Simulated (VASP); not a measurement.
# B3P2 (P1) in VASP: single point with PBE

Aim: the single point of B3P2 with PBE.

All numbers are computed with VASP 6.6.1; they aren't measurements. Logs are shortened: lines on timing, memory, paths and dates and some standing lists are left out, and cuts for length are marked.

## Step 1: The cell of the first run

The typed cell holds 5 atoms: a = 4.555 Å, b = 5.078 Å, c = 3.041 Å, α = 72.74°, β = 89.21°, γ = 77.66°.

The cell was generated, and may not be a known phase.

## Step 2: Single point, PBE

INCAR reads:

```
SYSTEM = B3P2
PREC     = Accurate       ! precision mode
ENCUT    = 520            ! plane-wave cutoff, eV
EDIFF    = 1E-6           ! SCF threshold, eV
ISMEAR   = 0              ! smearing method
SIGMA    = 0.1            ! smearing width, eV
LREAL    = .False.        ! projectors in reciprocal space
LASPH    = .True.         ! aspherical terms in the spheres
NELM     = 100            ! most SCF steps
ALGO     = Normal         ! electronic algorithm
ISIF     = 2              ! what is computed and relaxed
LWAVE    = .False.        ! write WAVECAR
LCHARG   = .False.        ! write CHGCAR
GGA      = PE             ! functional
NBANDS   = 18             ! bands
```

KPOINTS reads:

```
Automatic mesh
0
Gamma
  4 4 6
  0 0 0
```

POSCAR reads:

```
B3P2
1.0
    4.5293171770      0.1611573465     -0.4567843863
    0.8781479503      4.9892935445     -0.3557514114
    0.2898976115      1.0694325902      2.8315499763
B P
3 2
Direct
    0.8191197538      0.8225205224      0.3040047589
   -0.0171199095      0.7180499902      0.8506943918
    0.6464246606      0.1624937177      1.1278131959
    0.2419399218      0.3443772906      0.0325336977
    0.9607872098      0.1423924643      0.6330244316
```

Potentials or basis: VASP PAW PBE potentials, release 64 (B, P).

Started as:

```sh
cat potpaw_PBE.64/B/POTCAR potpaw_PBE.64/P/POTCAR > POTCAR
mpirun -np 1 vasp_std > vasp.out
```

OUTCAR:

```text
SYSTEM = B3P2
   PREC = Accurate
   ENCUT = 520
   EDIFF = 1E-6
   ISMEAR = 0
   LREAL = .False.
   LASPH = .True.
   NELM = 100
   ISIF = 2
   GGA = PE

 ion  position               nearest neighbor table
   1  0.819  0.823  0.304-   3 1.66   2 1.72   2 1.72   5 2.34   5 2.38
   2  0.983  0.718  0.851-   1 1.72   1 1.72   4 1.93   5 2.04
   3  0.646  0.162  0.128-   1 1.66   4 1.86   5 2.07   5 2.08
   4  0.242  0.344  0.033-   3 1.86   2 1.93   5 2.33   5 2.35
   5  0.961  0.142  0.633-   2 2.04   3 2.07   3 2.08   4 2.33   1 2.34   4 2.35   1 2.38

  LATTYP: Found a triclinic cell.
 ALAT       =     5.0784597037
 B/A-ratio  =     1.0015397842
 C/A-ratio  =     1.0853068437
 COS(alpha) =     0.0031944274
 COS(beta)  =     0.3403584156
 COS(gamma) =     0.8210380503

  Lattice vectors:

 A1 = (  -0.8781479503,  -4.9892935445,   0.3557514114)
 A2 = (  -0.5882503388,  -3.9198609543,   3.1873013877)
 A3 = (  -4.8192147885,  -1.2305899367,  -2.3747655900)

Analysis of symmetry for initial positions (statically):
=====================================================================
 Subroutine PRICEL returns:
 Original cell was already a primitive cell.

 Routine SETGRP: Setting up the symmetry group for a
 triclinic supercell.

 Subroutine GETGRP returns: Found  1 space group operations
 (whereof  1 operations were pure point group operations)
 out of a pool of  2 trial point group operations.

The static configuration has the point symmetry C_1 .

Analysis of symmetry for dynamics (positions and initial velocities):
=====================================================================
 Subroutine PRICEL returns:
 Original cell was already a primitive cell.

 Routine SETGRP: Setting up the symmetry group for a
 triclinic supercell.

 Subroutine GETGRP returns: Found  1 space group operations
 (whereof  1 operations were pure point group operations)
 out of a pool of  2 trial point group operations.

The dynamic configuration has the point symmetry C_1 .

 Subroutine INISYM returns: Found  1 space group operations
 (whereof  1 operations are pure point group operations),
 and found     1 'primitive' translations

----------------------------------------------------------------------------------------

                                     Primitive cell

  volume of cell :      65.5252

  direct lattice vectors                    reciprocal lattice vectors
     4.529317177  0.161157346 -0.456784386     0.221409306 -0.039521464 -0.007741515
     0.878147950  4.989293544 -0.355751411    -0.014419267  0.197746992 -0.073209715
     0.289897611  1.069432590  2.831549976     0.033906037  0.018469031  0.342716655

  length of vectors
     4.555144098  5.078459704  3.040625258     0.225042124  0.211356217  0.344884662

  position of ions in fractional coordinates (direct lattice)
     0.819119754  0.822520522  0.304004759
     0.982880090  0.718049990  0.850694392
     0.646424661  0.162493718  0.127813196
     0.241939922  0.344377291  0.032533698
     0.960787210  0.142392464  0.633024432

  ion indices of the primitive-cell ions
   primitive index   ion index
                 1           1
                 2           2
                 3           3
                 4           4
                 5           5

----------------------------------------------------------------------------------------

 KPOINTS: Automatic mesh

Automatic generation of k-mesh.
 Grid dimensions read from file:
 generate k-points for:    4    4    6

 Generating k-lattice:

  Cartesian coordinates                     Fractional coordinates (reciprocal lattice)
     0.055352326 -0.009880366 -0.001935379     0.250000000  0.000000000  0.000000000
    -0.003604817  0.049436748 -0.018302429    -0.000000000  0.250000000  0.000000000
     0.005651006  0.003078172  0.057119443     0.000000000  0.000000000  0.166666667

  Length of vectors
     0.056260531  0.052839054  0.057480777

  Shift w.r.t. Gamma in fractional coordinates (k-lattice)
     0.000000000  0.000000000  0.000000000

 Subroutine IBZKPT returns following result:
 ===========================================

 Found     52 irreducible k-points:

 Following reciprocal coordinates:
            Coordinates               Weight
  0.000000  0.000000  0.000000      1.000000
  0.250000  0.000000  0.000000      2.000000
  0.500000  0.000000  0.000000      1.000000
  0.000000  0.250000 -0.000000      2.000000
  0.250000  0.250000 -0.000000      2.000000
  0.500000  0.250000  0.000000      2.000000
[... 16 lines left out ...]
 -0.000000 -0.250000  0.166667      2.000000
  0.250000 -0.250000  0.166667      2.000000
 [... further k-points ...]
   k-points           NKPTS =     52   k-points in BZ     NKDIM =     52   number of bands    NBANDS=     18
   number of dos      NEDOS =    301   number of ions     NIONS =      5
   total plane-waves  NPLWV =  34560
   dimension x,y,z NGX =    36 NGY =   40 NGZ =   24
   dimension x,y,z NGXF=    72 NGYF=   80 NGZF=   48
   ions per type =               3   2
   NGX,Y,Z   is equivalent  to a cutoff of  13.14, 13.09, 13.12 a.u.
   NGXF,Y,Z  is equivalent  to a cutoff of  26.28, 26.19, 26.24 a.u.
 SYSTEM =  B3P2
   PREC   = accura    normal or accurate (medium, high low for compatibility)
   ISTART =      0    job   : 0-new  1-cont  2-samecut
   ICHARG =      2    charge: 1-file 2-atom 10-const
   ISPIN  =      1    spin polarized calculation?
   LNONCOLLINEAR =      F non collinear calculations
   LSORBIT =      F    spin-orbit coupling
   LASPH  =      T    aspherical Exc in radial PAW
   ENCUT  =  520.0 eV  38.22 Ry    6.18 a.u.   8.47  9.44  5.65*2*pi/ulx,y,z
   NELM   =    100;   NELMIN=  2; NELMDL= -5     # of ELM steps
   EDIFF  = 0.1E-05   stopping-criterion for ELM
   LREAL  =      F    real-space projection
   EDIFFG = 0.1E-04   stopping-criterion for IOM
   NSW    =      0    number of steps for IOM
   IBRION =     -1    ionic relax: 0-MD 1-quasi-New 2-CG
   NFREE  =      0    steps in history (QN), initial steepest desc. (CG)
   ISIF   =      2    stress and relaxation
   ISYM   =      2    0-nonsym 1-usesym 2-fastsym
   POTIM  = 0.5000    time-step for ionic-motion
   TEBEG  =    0.0;   TEEND  =   0.0 temperature during run
   PSTRESS=    0.0 pullay stress
   NELECT =      19.0000    total number of electrons
   NUPDOWN=      -1.0000    fix difference up-down
   EMIN   =  10.00;   EMAX   =-10.00  energy-range for DOS
   EFERMI =   0.00;   METHOD = LEGACY
   ISMEAR =     0;   SIGMA  =   0.10  broadening in eV -4-tet -1-fermi 0-gaus
   EFERMI_NEDOS =   21; number of points for ismear=-14 and -15
   IALGO  =     38    algorithm
   IMIX   =      4    mixing-type and parameters
     AMIX     =   0.40;   BMIX     =  1.00
     AMIX_MAG =   1.60;   BMIX_MAG =  1.00
  volume/ion in A,a.u.               =      13.11        88.44
  Fermi-wavevector in a.u.,A,eV,Ry     =   1.083569  2.047649 15.974899  1.174122
  Thomas-Fermi vector in A             =   2.219638
   LORBIT       =      0    0 simple, 1 ext, 2 COOP (PROOUT), +10 PAW based schemes
   GGA     = PE    functional components
   LHFCALC =     F    Hartree Fock is set to
   AEXX    =    0.0000 exact exchange contribution
   IVDW    =     0    specifies the selected vdW correction
   LEPSILON=     F    determine dielectric tensor
   LRPA    =     F    only Hartree local field effects (RPA)
 non-spin polarized calculation
 Gauss-broadening in eV      SIGMA  =   0.10
  energy-cutoff  :      520.00
  volume of cell :       65.53
 maximum number of plane-waves:      1784
 NGX is ok and might be reduce to    36
   NGX = 17   NGY = 19   NGZ = 11

 number of electron      19.0000000 magnetization

 Free energy of the ion-electron system (eV)
  ---------------------------------------------------
  ext. energy  EPLUGINS =         0.00000000
  ---------------------------------------------------
  free energy    TOTEN  =       -28.36572939 eV

  energy without entropy =      -28.36192920  energy(sigma->0) =      -28.36382929

 E-fermi :   5.2406     XC(G=0):  -9.9341

 val. band max:        5.2101290510   @ k =   0.0000   0.0000   0.5000
 cond. band min:       5.2488688706   @ k =   0.5000   0.2500   0.3333
 fundamental gap:      0.0387398196
 Fermi energy:         5.2406213216

 k-point     1 :       0.0000    0.0000    0.0000
  band No.  band energies     occupation
      1     -10.3357      2.00000
      2      -6.0021      2.00000
      3      -3.3291      2.00000
      4      -2.6329      2.00000
      5      -0.2794      2.00000
      6       1.6545      2.00000
[... 10 lines left out ...]
     17      12.4015      0.00000
     18      13.8137      0.00000

 k-point     2 :       0.2500    0.0000    0.0000
  band No.  band energies     occupation
      1     -10.1108      2.00000
      2      -6.7121      2.00000
      3      -3.3822      2.00000
      4      -2.4214      2.00000
      5       0.4802      2.00000
      6       1.7179      2.00000
[... 10 lines left out ...]
     17      12.2583      0.00000
     18      14.4041      0.00000

 k-point     3 :       0.5000    0.0000    0.0000
  band No.  band energies     occupation
      1      -9.8077      2.00000
      2      -7.4007      2.00000
      3      -3.4591      2.00000
      4      -2.0896      2.00000
      5       0.5765      2.00000
      6       1.8469      2.00000
[... 10 lines left out ...]
     17      12.5388      0.00000
     18      12.5751      0.00000

 k-point     4 :       0.0000    0.2500   -0.0000
  band No.  band energies     occupation
      1     -10.1689      2.00000
      2      -6.7291      2.00000
      3      -2.9853      2.00000
      4      -2.3444      2.00000
      5       0.0376      2.00000
      6       1.8442      2.00000
[... 10 lines left out ...]
     17      12.5683      0.00000
     18      13.7030      0.00000

 k-point     5 :       0.2500    0.2500   -0.0000
  band No.  band energies     occupation
      1      -9.9806      2.00000
      2      -6.9704      2.00000
      3      -3.8513      2.00000
      4      -2.0119      2.00000
      5       1.0650      2.00000
      6       1.1551      2.00000
[... 10 lines left out ...]
     17      11.8394      0.00000
     18      14.3486      0.00000

 k-point     6 :       0.5000    0.2500    0.0000
  band No.  band energies     occupation
      1      -9.6344      2.00000
      2      -7.6206      2.00000
      3      -4.0882      2.00000
      4      -1.5918      2.00000
      5       0.5733      2.00000
      6       2.3399      2.00000
[... 307 lines left out ...]
 k-point    21 :       0.5000    0.5000    0.1667
  band No.  band energies     occupation
      1      -9.0420      2.00000
      2      -7.5462      2.00000
      3      -3.9590      2.00000
      4      -1.7636      2.00000
      5       0.0769      2.00000
      6       1.9018      2.00000
[... 10 lines left out ...]
     17      12.8830      0.00000
     18      14.0591      0.00000

 k-point    22 :      -0.2500    0.5000    0.1667
  band No.  band energies     occupation
      1      -9.3355      2.00000
      2      -7.2369      2.00000
      3      -3.7046      2.00000
      4      -1.0774      2.00000
      5      -0.0753      2.00000
      6       0.7511      2.00000
[... 10 lines left out ...]
     17      12.2181      0.00000
     18      13.5956      0.00000

 k-point    23 :      -0.0000   -0.2500    0.1667
  band No.  band energies     occupation
      1      -9.6795      2.00000
      2      -6.7084      2.00000
      3      -2.8056      2.00000
      4      -1.7972      2.00000
      5      -0.2619      2.00000
      6       0.4161      2.00000
[... 10 lines left out ...]
     17      12.7020      0.00000
     18      13.7890      0.00000

 k-point    24 :       0.2500   -0.2500    0.1667
  band No.  band energies     occupation
      1      -9.4191      2.00000
      2      -7.1039      2.00000
      3      -3.6488      2.00000
      4      -0.7665      2.00000
      5      -0.2259      2.00000
      6       0.5650      2.00000
[... 10 lines left out ...]
     17      12.3125      0.00000
     18      13.7943      0.00000

 [... further k-points ...]

------------------------ aborting loop because EDIFF is reached ----------------------------------------

  FORCE on cell =-STRESS in cart. coord.  units (eV):
  Direction    XX          YY          ZZ          XY          YZ          ZX
  --------------------------------------------------------------------------------------
  -------------------------------------------------------------------------------------
  Total       -0.0844645     -0.0702775     -0.0909280     -0.0056891     -0.0166042     -0.0003392
  in kB       -2.0652674     -1.7183780     -2.2233086     -0.1391049     -0.4059955     -0.0082935
  external PRESSURE =      -2.0023180 kB  Pullay stress =       0.0000000 kB

 VOLUME and BASIS-vectors are now :
 -----------------------------------------------------------------------------
  energy-cutoff  :      520.00
  volume of cell :       65.53
      direct lattice vectors                 reciprocal lattice vectors
     4.529317177  0.161157346 -0.456784386     0.221409306 -0.039521464 -0.007741515
     0.878147950  4.989293544 -0.355751411    -0.014419267  0.197746992 -0.073209715
     0.289897611  1.069432590  2.831549976     0.033906037  0.018469031  0.342716655

 POSITION                                       TOTAL-FORCE (eV/Angst)
 -----------------------------------------------------------------------------------
      4.52048      4.56092      0.19403         0.000551     -0.009274      0.002968
      5.32894      4.65072      1.70437         0.013337      0.000909      0.001390
      3.10761      1.05159      0.00883        -0.013432      0.016848     -0.005968
      1.40767      1.79198     -0.14091        -0.012774     -0.014638      0.005362
      4.66026      1.54225      1.30291         0.012318      0.006155     -0.003752
 -----------------------------------------------------------------------------------
    total drift:                                0.000063      0.000048     -0.000074

  FREE ENERGIE OF THE ION-ELECTRON SYSTEM (eV)
  ---------------------------------------------------
  free  energy   TOTEN  =       -28.3657293872 eV

  energy  without entropy=      -28.3619292016  energy(sigma->0) =      -28.36382929
```

Run time: 30 s. Hardware: 1 thread of Intel Xeon 8259CL, shared host; peak memory 0.2 GiB.

What came out:

```
Free energy            : -28.3657 eV
Pressure               : -0.2 GPa
Largest force          : 0.022 eV/Å
Band gap on the k mesh : zero (an odd number of electrons rules out a gap without spin polarisation)
```

Forces on the atoms (eV/Å):
```
B    0.001 -0.009  0.003
B    0.013  0.001  0.001
B   -0.013  0.017 -0.006
P   -0.013 -0.015  0.005
P    0.012  0.006 -0.004
```

Caveat: the k points lie up to 0.36 Å⁻¹ apart, too coarse for converged energies and pressures of a metal; an odd number of electrons without spin polarisation forces a metal; a magnetic or distorted state may lie lower.

The gap in the log of VASP goes by the Fermi energy; the results here count the filled bands.